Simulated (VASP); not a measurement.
A run of VASP 6.6.1 is set up as follows.

Contents of INCAR:

```
ALGO = Fast
DIPOL = 0.5 0.5 0.500
EDIFF = 1E-6
EDIFFG = -0.03
ENCUT = 520
GGA = PE
IBRION = 2
IDIPOL = 3
ISIF = 2
ISMEAR = 0
LASPH = True
LCHARG = False
LDIPOL = True
LREAL = False
LWAVE = False
NELM = 100
NSW = 70
PREC = Accurate
SIGMA = 0.05
```

File KPOINTS:

```
k-points
0
Gamma
  8 5 1
```

File POSCAR:

```
Si
1.0
    3.8510821775      0.0000000000      0.0000000000
    0.0000000000      6.3646812330      0.0000000000
    0.0000000000      0.0000000000     18.4468466637
Si
8
Selective dynamics
Direct
    0.0000000000      0.9370679250      0.3794686500  F F F
    0.0000000000      0.5629320750      0.3794686500  F F F
    0.5000000000      0.4370679250      0.4397343250  F F F
    0.5000000000      0.0629320750      0.4397343250  F F F
    0.5000000000      0.9370679250      0.5602656750  T T T
    0.5000000000      0.5629320750      0.5602656750  T T T
    0.0000000000      0.4370679250      0.6205313500  T T T
    0.0000000000      0.0629320750      0.6205313500  T T T
```

Potentials or basis: VASP PAW PBE potentials, release 64 (Si).

The run is started by

```bash
$ cat potpaw_PBE.64/Si/POTCAR > POTCAR
$ mpirun -np 1 vasp_std > vasp.out
```

Task: What does it give for the energy gained by relaxing?

Result: 21.9 meV/atom.

Task: Predict the band gap on the k mesh.

Result: Zero (bands 16 and 17 overlap by 0.37 eV).

The path:
```tsv
step	energy change (eV)	largest force on free atoms (eV/Å)	pressure (GPa)
1	0.0000	0.8531	-0.91
2	-0.0914	0.5811	-0.81
3	-0.1380	0.3510	-0.62
4	-0.1381	0.3618	-0.61
5	-0.1479	0.2123	-0.54
6	-0.1481	0.2526	-0.53
7	-0.1573	0.1989	-0.45
8	-0.1714	0.2050	-0.23
9	-0.1718	0.2421	-0.19
10	-0.1744	0.1419	-0.09
11	-0.1753	0.0482	-0.13
12	-0.1756	0.0227	-0.13
```
